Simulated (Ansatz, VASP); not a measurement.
**BP in VASP and in Ansatz**

```
B P
1.0
     0.00000    2.31350    2.31350
     2.31350    0.00000    2.31350
     2.31350    2.31350    0.00000
B P
1 1
Direct
  0.00000 0.00000 0.00000
  0.25000 0.25000 0.25000
```

Change from the starting cell: volume scaled by 1.06, ions relaxed.

Alike in both runs: task relaxation of the atoms; functional PBE; k mesh 16 × 16 × 16; occupations fermi-dirac, width 0.02 eV; no spin polarisation.

|  | VASP | Ansatz |
| --- | --- | --- |
| version | VASP 6.6.1 | Ansatz 0.2.0 |
| potentials or method | VASP PAW PBE potentials, release 64 (B, P) | plane-wave PAW, scalar-relativistic |
| plane-wave cutoff (eV) | 520 | 420 |
| valence electrons in the cell | 8 | 8 |

```csv
,VASP,Ansatz,Ansatz less VASP
"gap on the k mesh at the Fermi level, each at its own relaxed structure (eV)",1.34,1.34,+0.004
```

Ansatz's warnings: stress scf threshold loose.

Noted on VASP's run: the relaxation stopped at its first step, so nothing moved.
